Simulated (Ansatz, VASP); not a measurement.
One calculation of Li2S, two programs

```
Li S
1.0
     0.00000    2.09585    2.09585
     2.09585    0.00000    2.09585
     2.09585    2.09585    0.00000
Li S
2 1
Cartesian
  1.0479 1.0479 1.0479
  3.1438 3.1438 3.1438
  0.0000 0.0000 0.0000
```

Change from the starting cell: volume scaled by 0.4, crystal datasets.

Alike in both runs: task electric field gradients; functional PBEsol; k mesh 9 × 9 × 9; occupations fermi-dirac, width 0.03 eV; no spin polarisation.

|  | VASP | Ansatz |
| --- | --- | --- |
| version | VASP 6.6.1 | Ansatz 0.2.0 |
| potentials or method | VASP PAW PBE potentials, release 64 (Li_sv, S), cutoff 650 eV | all-electron PAW with datasets made for the crystal, scalar-relativistic |

Ansatz gave:

```
pressure (GPa) : 210.5
```

Task: What did VASP give for the same quantities?

Result: Pressure (GPa): 210.8.

VASP's potentials were made for PBE, not for PBEsol. Both programs put the cell under a high pressure, so it lies far from rest at this level. Ansatz ran all-electron here, and VASP with PAW potentials.

Noted on VASP's run: the cell as given lies far from equilibrium.
